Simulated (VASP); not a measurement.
# CaHOs2 (P4/mmm) in VASP: further runs

CaHOs2 is run at these levels: PBE; tasks: single point, relaxation of cell and atoms.

Program: VASP 6.6.1. These are calculated values, not measurements. Logs are shortened: lines on timing, memory, paths and dates and some standing lists are left out, and cuts for length are marked.

## Step 1: The cell of the first run

It takes space group P4/mmm (No. 123, tetragonal). Conventional cell: a = 3.627 Å, b = 3.627 Å, c = 5.063 Å, α = 90.00°, β = 90.00°, γ = 90.00°. Within 3.3 Å of Ca (site symmetry 4/mmm) lie 6 Os at 2.53 to 2.57 Å. H (site symmetry 4/mmm) has 6 Os at 2.53 to 2.57 Å within 3.3 Å. Within 3.3 Å of Os (site symmetry 4/mmm) lie 2 H at 2.53 Å and 4 Ca at 2.57 Å. Within 3.3 Å of Os (site symmetry 4/mmm) lie 2 Ca at 2.53 Å and 4 H at 2.57 Å.

The cell was built from a structure type or drawn by symmetry, and may not be a known phase.

## Step 2: Single point, PBE, collinear spin

INCAR reads:

```
PREC = Accurate ; ENCUT = 520
EDIFF = 1E-7 ; ISMEAR = 0
SIGMA = 0.1 ; LREAL = F
LASPH = T ; NELM = 150
ALGO = Normal ; ISIF = 2
LWAVE = F ; LCHARG = T
ISPIN = 2 ; MAGMOM = 0 0 0.92 1.07
LORBIT = 11 ; LMAXMIX = 4
GGA = PE ; LELF = T
LVHAR = T ; NBANDS = 26
```

KPOINTS reads:

```
Automatic mesh
0
Gamma
  12 12 10
```

POSCAR reads:

```
CaHOs2
1.0
    3.6274957148      0.0000000000      0.0000000000
    0.0000000000      3.6274957148      0.0000000000
    0.0000000000      0.0000000000      5.0625565956
Ca H Os
1 1 2
Direct
    0.5000000000      0.5000000000      0.5000000000
    0.0000000000      0.0000000000      0.0000000000
    0.0000000000      0.0000000000      0.5000000000
    0.5000000000      0.5000000000      0.0000000000
```

Potentials or basis: VASP PAW PBE potentials, release 64 (Ca_sv, H, Os).

The run is started by

```sh
$ cat potpaw_PBE.64/Ca_sv/POTCAR potpaw_PBE.64/H/POTCAR potpaw_PBE.64/Os/POTCAR > POTCAR
$ mpirun -np 1 vasp_std > vasp.out
```

OUTCAR:

```text
PREC = Accurate
   ENCUT = 520
   EDIFF = 1E-7
   ISMEAR = 0
   LREAL = F
   LASPH = T
   NELM = 150
   ISIF = 2
   ISPIN = 2
   LORBIT = 11
   GGA = PE

 ion  position               nearest neighbor table
   1  0.500  0.500  0.500-   4 2.53   4 2.53   3 2.57   3 2.57   3 2.57   3 2.57
   2  0.000  0.000  0.000-
   3  0.000  0.000  0.500-   1 2.57   1 2.57   1 2.57   1 2.57
   4  0.500  0.500  0.000-   1 2.53   1 2.53

  LATTYP: Found a simple tetragonal cell.
 ALAT       =     3.6274957148
 C/A-ratio  =     1.3956064993

  Lattice vectors:

 A1 = (   3.6274957148,   0.0000000000,   0.0000000000)
 A2 = (   0.0000000000,   3.6274957148,   0.0000000000)
 A3 = (   0.0000000000,   0.0000000000,   5.0625565956)

Analysis of symmetry for initial positions (statically):
=====================================================================
 Subroutine PRICEL returns:
 Original cell was already a primitive cell.

 Routine SETGRP: Setting up the symmetry group for a
 simple tetragonal supercell.

 Subroutine GETGRP returns: Found 16 space group operations
 (whereof 16 operations were pure point group operations)
 out of a pool of 16 trial point group operations.

The static configuration has the point symmetry D_4h.

Analysis of symmetry for dynamics (positions and initial velocities):
=====================================================================
 Subroutine PRICEL returns:
 Original cell was already a primitive cell.

 Routine SETGRP: Setting up the symmetry group for a
 simple tetragonal supercell.

 Subroutine GETGRP returns: Found 16 space group operations
 (whereof 16 operations were pure point group operations)
 out of a pool of 16 trial point group operations.

The dynamic configuration has the point symmetry D_4h.

Analysis of structural, dynamic, and magnetic symmetry:
=====================================================================
 Subroutine PRICEL returns:
 Original cell was already a primitive cell.

 Routine SETGRP: Setting up the symmetry group for a
 simple tetragonal supercell.

 Subroutine GETGRP returns: Found 16 space group operations
 (whereof 16 operations were pure point group operations)
 out of a pool of 16 trial point group operations.

The overall configuration has the point symmetry D_4h.

 Subroutine INISYM returns: Found 16 space group operations
 (whereof 16 operations are pure point group operations),
 and found     1 'primitive' translations

----------------------------------------------------------------------------------------

                                     Primitive cell

  volume of cell :      66.6168

  direct lattice vectors                    reciprocal lattice vectors
     3.627495715  0.000000000  0.000000000     0.275672276  0.000000000  0.000000000
     0.000000000  3.627495715  0.000000000     0.000000000  0.275672276  0.000000000
     0.000000000  0.000000000  5.062556596     0.000000000  0.000000000  0.197528656

  length of vectors
     3.627495715  3.627495715  5.062556596     0.275672276  0.275672276  0.197528656

  position of ions in fractional coordinates (direct lattice)
     0.500000000  0.500000000  0.500000000
     0.000000000  0.000000000  0.000000000
     0.000000000  0.000000000  0.500000000
     0.500000000  0.500000000  0.000000000

  ion indices of the primitive-cell ions
   primitive index   ion index
                 1           1
                 2           2
                 3           3
                 4           4

----------------------------------------------------------------------------------------

 KPOINTS: Automatic mesh

Automatic generation of k-mesh.
 Grid dimensions read from file:
 generate k-points for:   12   12   10

 Generating k-lattice:

  Cartesian coordinates                     Fractional coordinates (reciprocal lattice)
     0.022972690  0.000000000  0.000000000     0.083333333  0.000000000  0.000000000
     0.000000000  0.022972690  0.000000000     0.000000000  0.083333333  0.000000000
     0.000000000  0.000000000  0.019752866     0.000000000  0.000000000  0.100000000

  Length of vectors
     0.022972690  0.022972690  0.019752866

  Shift w.r.t. Gamma in fractional coordinates (k-lattice)
     0.000000000  0.000000000  0.000000000

 Subroutine IBZKPT returns following result:
 ===========================================

 Found    168 irreducible k-points:

 Following reciprocal coordinates:
            Coordinates               Weight
  0.000000  0.000000  0.000000      1.000000
  0.083333  0.000000  0.000000      4.000000
  0.166667  0.000000  0.000000      4.000000
  0.250000  0.000000  0.000000      4.000000
  0.333333  0.000000  0.000000      4.000000
  0.416667  0.000000  0.000000      4.000000
[... 16 lines left out ...]
  0.333333  0.333333  0.000000      4.000000
  0.416667  0.333333  0.000000      8.000000
 [... further k-points ...]
   k-points           NKPTS =    168   k-points in BZ     NKDIM =    168   number of bands    NBANDS=     26
   number of dos      NEDOS =    301   number of ions     NIONS =      4
   total plane-waves  NPLWV =  31360
   dimension x,y,z NGX =    28 NGY =   28 NGZ =   40
   dimension x,y,z NGXF=    56 NGYF=   56 NGZF=   80
   ions per type =               1   1   2
   NGX,Y,Z   is equivalent  to a cutoff of  12.83, 12.83, 13.14 a.u.
   NGXF,Y,Z  is equivalent  to a cutoff of  25.66, 25.66, 26.27 a.u.
 SYSTEM =  unknown system
   PREC   = accura    normal or accurate (medium, high low for compatibility)
   ISTART =      0    job   : 0-new  1-cont  2-samecut
   ICHARG =      2    charge: 1-file 2-atom 10-const
   ISPIN  =      2    spin polarized calculation?
   LNONCOLLINEAR =      F non collinear calculations
   LSORBIT =      F    spin-orbit coupling
   LASPH  =      T    aspherical Exc in radial PAW
   ENCUT  =  520.0 eV  38.22 Ry    6.18 a.u.   6.74  6.74  9.41*2*pi/ulx,y,z
   NELM   =    150;   NELMIN=  2; NELMDL= -5     # of ELM steps
   EDIFF  = 0.1E-06   stopping-criterion for ELM
   LREAL  =      F    real-space projection
   EDIFFG = 0.1E-05   stopping-criterion for IOM
   NSW    =      0    number of steps for IOM
   IBRION =     -1    ionic relax: 0-MD 1-quasi-New 2-CG
   NFREE  =      0    steps in history (QN), initial steepest desc. (CG)
   ISIF   =      2    stress and relaxation
   ISYM   =      2    0-nonsym 1-usesym 2-fastsym
   POTIM  = 0.5000    time-step for ionic-motion
   TEBEG  =    0.0;   TEEND  =   0.0 temperature during run
   PSTRESS=    0.0 pullay stress
   NELECT =      27.0000    total number of electrons
   NUPDOWN=      -1.0000    fix difference up-down
   EMIN   =  10.00;   EMAX   =-10.00  energy-range for DOS
   EFERMI =   0.00;   METHOD = LEGACY
   ISMEAR =     0;   SIGMA  =   0.10  broadening in eV -4-tet -1-fermi 0-gaus
   EFERMI_NEDOS =   21; number of points for ismear=-14 and -15
   IALGO  =     38    algorithm
   IMIX   =      4    mixing-type and parameters
     AMIX     =   0.40;   BMIX     =  1.00
     AMIX_MAG =   1.60;   BMIX_MAG =  1.00
  volume/ion in A,a.u.               =      16.65       112.39
  Fermi-wavevector in a.u.,A,eV,Ry     =   1.211532  2.289463 19.970761  1.467810
  Thomas-Fermi vector in A             =   2.347044
   LORBIT       =     11    0 simple, 1 ext, 2 COOP (PROOUT), +10 PAW based schemes
   GGA     = PE    functional components
   LHFCALC =     F    Hartree Fock is set to
   AEXX    =    0.0000 exact exchange contribution
   IVDW    =     0    specifies the selected vdW correction
   LEPSILON=     F    determine dielectric tensor
   LRPA    =     F    only Hartree local field effects (RPA)
 spin polarized calculation
 Gauss-broadening in eV      SIGMA  =   0.10
  energy-cutoff  :      520.00
  volume of cell :       66.62
 maximum number of plane-waves:      1844
 NGX is ok and might be reduce to    28
   NGX = 13   NGY = 13   NGZ = 19

 number of electron      27.0000004 magnetization       0.0002627

 number of electron      27.0000004 magnetization      -0.0011461

 Free energy of the ion-electron system (eV)
  ---------------------------------------------------
  ext. energy  EPLUGINS =         0.00000000
  ---------------------------------------------------
  free energy    TOTEN  =       -17.60878774 eV

  energy without entropy =      -17.57674671  energy(sigma->0) =      -17.59276723

 E-fermi :   3.7848     XC(G=0): -11.0773

 val. band max:        3.7835479067   @ k =   0.3333   0.0000   0.1000
 cond. band min:       3.7851064070   @ k =   0.4167   0.4167   0.5000
 fundamental gap:      0.0015585003
 Fermi energy:         3.7847910725

 spin component 1

 k-point     1 :       0.0000    0.0000    0.0000
  band No.  band energies     occupation
      1     -34.4299      1.00000
      2     -15.7202      1.00000
      3     -15.5942      1.00000
      4     -15.5942      1.00000
      5      -3.1487      1.00000
      6       0.3482      1.00000
[... 661 lines left out ...]
     24      11.6867      0.00000
     25      12.5157      0.00000

 [... further k-points ...]

 spin component 2

 k-point     1 :       0.0000    0.0000    0.0000
  band No.  band energies     occupation
      1     -34.4298      1.00000
      2     -15.7202      1.00000
      3     -15.5942      1.00000
      4     -15.5942      1.00000
      5      -3.1488      1.00000
      6       0.3481      1.00000
[... 661 lines left out ...]
     24      11.6866      0.00000
     25      12.5156      0.00000

 [... further k-points ...]

 [bands above 25 left out]

------------------------ aborting loop because EDIFF is reached ----------------------------------------

  FORCE on cell =-STRESS in cart. coord.  units (eV):
  Direction    XX          YY          ZZ          XY          YZ          ZX
  --------------------------------------------------------------------------------------
  -------------------------------------------------------------------------------------
  Total       -0.2946286     -0.2946286     -0.4163041      0.0000000      0.0000000     -0.0000000
  in kB       -7.0860096     -7.0860096    -10.0123861      0.0000000      0.0000000     -0.0000000
  external PRESSURE =      -8.0614685 kB  Pullay stress =       0.0000000 kB

 VOLUME and BASIS-vectors are now :
 -----------------------------------------------------------------------------
  energy-cutoff  :      520.00
  volume of cell :       66.62
      direct lattice vectors                 reciprocal lattice vectors
     3.627495715  0.000000000  0.000000000     0.275672276  0.000000000  0.000000000
     0.000000000  3.627495715  0.000000000     0.000000000  0.275672276  0.000000000
     0.000000000  0.000000000  5.062556596     0.000000000  0.000000000  0.197528656

 POSITION                                       TOTAL-FORCE (eV/Angst)
 -----------------------------------------------------------------------------------
      1.81375      1.81375      2.53128         0.000000      0.000000      0.000000
      0.00000      0.00000      0.00000         0.000000      0.000000      0.000000
      0.00000      0.00000      2.53128         0.000000      0.000000      0.000000
      1.81375      1.81375      0.00000         0.000000      0.000000      0.000000
 -----------------------------------------------------------------------------------
    total drift:                                0.000000      0.000000      0.000000

  FREE ENERGIE OF THE ION-ELECTRON SYSTEM (eV)
  ---------------------------------------------------
  free  energy   TOTEN  =       -17.6087877428 eV

  energy  without entropy=      -17.5767467119  energy(sigma->0) =      -17.59276723

 total charge

# of ion       s       p       d       tot
------------------------------------------
    1        2.127   5.884   0.706   8.718
    2        0.355   0.010   0.000   0.365
    3        0.524   0.191   6.162   6.877
    4        0.417   0.181   5.986   6.585
--------------------------------------------------
tot          3.423   6.267  12.854  22.545

 magnetization (x)

# of ion       s       p       d       tot
------------------------------------------
    1        0.000  -0.000   0.000   0.000
    2        0.000   0.000   0.000   0.000
    3        0.000   0.000  -0.000  -0.000
    4       -0.000  -0.000  -0.001  -0.001
--------------------------------------------------
tot          0.000   0.000  -0.001  -0.001
```

Run time: 7.5 min. Hardware: 1 thread of Intel Xeon 6975P-C (Granite Rapids), shared host; peak memory 0.55 GiB.

What came out:

```yaml
Free_energy: -17.6088 eV
Pressure: -0.8 GPa
Net_moment: 0.00 μB per cell
Valence_electrons_inside_the_program's_atomic_spheres: Ca 8.72; H 0.36; Os 6.88, 6.58
```

Stress tensor (GPa, compression positive):
```
-0.71  0.00  0.00
 0.00 -0.71  0.00
 0.00  0.00 -1.00
```

Caveat: spin-orbit coupling is left out, which moves the levels of the heavy elements.

## Step 3: Single point, PBE

This run uses another cell than the first one, of 16.38 Å³/atom.

INCAR reads:

```
SYSTEM = CaHOs2
  PREC = Accurate
  ENCUT = 520
  EDIFF = 1E-6
  ISMEAR = 0
  SIGMA = 0.1
  LREAL = .False.
  LASPH = .True.
  NELM = 100
  ALGO = Normal
  ISIF = 2
  LWAVE = .False.
  LCHARG = .False.
  GGA = PE
  NBANDS = 22
```

KPOINTS reads:

```
Automatic mesh
0
Gamma
  6 6 4
  0 0 0
```

POSCAR reads:

```
CaHOs2
1.0
    3.6125709969      0.0000000000      0.0000000000
    0.0000000000      3.6125709969      0.0000000000
    0.0000000000      0.0000000000      5.0206094265
Ca H Os
1 1 2
Direct
    0.5000000000      0.5000000000      0.5000000000
    0.0000000000      0.0000000000      0.0000000000
    0.0000000000      0.0000000000      0.5000000000
    0.5000000000      0.5000000000      0.0000000000
```

Potentials or basis: VASP PAW PBE potentials, release 64 (Ca_sv, H, Os).

The run is started by

```sh
$ cat potpaw_PBE.64/Ca_sv/POTCAR potpaw_PBE.64/H/POTCAR potpaw_PBE.64/Os/POTCAR > POTCAR
$ mpirun -np 1 vasp_std > vasp.out
```

Wall time 20 s (1 thread of Intel Xeon 6975P-C (Granite Rapids), shared host); peak memory 0.2 GiB.

Results (log left out):

- Free energy: -17.6337 eV
- Pressure: 0.4 GPa
- Band gap on the k mesh: zero (an odd number of electrons rules out a gap without spin polarisation)

Stress tensor (GPa, compression positive):
```
0.48 0.00 0.00
0.00 0.48 0.00
0.00 0.00 0.37
```

Levels at points of the mesh, in eV from the Fermi level:
```csv
k point,band 10,band 11,band 12,band 13,band 14,band 15,band 16,band 17,band 18,band 19
"(0.00, 0.00, 0.00)",-1.91,-1.91,-1.38,0.01,0.44,0.44,1.45,1.69,4.27,6.79
"(0.50, 0.00, 0.00)",-1.47,-0.95,-0.88,-0.48,-0.08,0.65,0.72,2.40,3.02,4.91
"(0.50, 0.50, 0.00)",-1.05,0.39,0.47,0.47,0.49,1.10,1.28,1.28,2.28,3.75
"(0.00, 0.00, 0.50)",-1.39,-0.99,-0.99,-0.59,-0.59,-0.22,-0.10,3.96,4.87,6.26
"(0.50, 0.00, 0.50)",-0.77,-0.70,0.23,0.29,0.31,0.31,0.45,1.88,1.95,3.32
"(0.50, 0.50, 0.50)",-1.52,-1.01,-0.70,0.06,0.39,0.50,2.44,2.53,3.98,3.98
```

Caveat: spin-orbit coupling is left out, which moves the levels of the heavy elements.

(Continued in part 2 of 2.)
